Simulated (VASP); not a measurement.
A run of VASP 6.6.1 is set up as follows.

The input INCAR:

```
SYSTEM = Nb
  PREC = Accurate
  ENCUT = 520
  EDIFF = 1E-7
  ISMEAR = -1
  SIGMA = 0.05
  LREAL = .False.
  LASPH = .True.
  NELM = 100
  ALGO = Normal
  ISIF = 2
  LWAVE = .False.
  LCHARG = .False.
  GGA = PE
  NBANDS = 12
```

KPOINTS

```
regular mesh
0
Gamma
  18 18 18
  0 0 0
```

POSCAR

```
Nb
1.0
   -1.5382728526      1.5382728526      1.5382728526
    1.5382728526     -1.5382728526      1.5382728526
    1.5382728526      1.5382728526     -1.5382728526
Nb
1
Direct
    0.0000000000      0.0000000000      0.0000000000
```

Potentials or basis: VASP PAW PBE potentials, release 64 (Nb_sv).

Run with:

```console
$ cat potpaw_PBE.64/Nb_sv/POTCAR > POTCAR
$ mpirun -np 1 vasp_std > vasp.out
```

Question: Estimate the pressure.

Answer: 54.6 GPa.
